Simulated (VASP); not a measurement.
Input of a VASP 6.6.1 run:

INCAR

```
SYSTEM = AlRh
ALGO = Fast ; EDIFF = 1E-7
ENCUT = 520 ; GGA = CA
ISIF = 2 ; ISMEAR = 0
LASPH = .True. ; LCHARG = .False.
LREAL = .False. ; LWAVE = .False.
NBANDS = 16 ; NELM = 60
PREC = Accurate ; SIGMA = 0.15
```

The input KPOINTS:

```
k-points
0
Gamma
  16 16 16
  0 0 0
```

File POSCAR:

```
AlRh
1.0
    2.9773224700      0.0000000000      0.0000000000
    0.0000000000      2.8582295712      0.0000000000
    0.0000000000      0.0000000000      2.9773224700
Al Rh
1 1
Direct
    0.0000000000      0.0000000000      0.0000000000
    0.5000000000      0.5000000000      0.5000000000
```

Potentials or basis: VASP PAW LDA potentials, release 64 (Al, Rh_pv).

Launch:

```bash
$ cat potpaw_LDA.64/Al/POTCAR potpaw_LDA.64/Rh_pv/POTCAR > POTCAR
$ mpirun -np 1 vasp_std > vasp.out
```

Question: Estimate the pressure.

Answer: 3.8 GPa.

Question: Predict the band gap on the k mesh.

Answer: Zero (bands 9 and 10 overlap by 2.82 eV).

Stress tensor (GPa, compression positive):
```
 0.47  0.00  0.00
 0.00 10.42  0.00
 0.00  0.00  0.47
```

Caveat: the cell differs from its parent crystal (strain -0.0400 x Voigt [0, 1, 0, 0, 0, 0]); the stress differs along the axes, from 0 to 10 GPa.
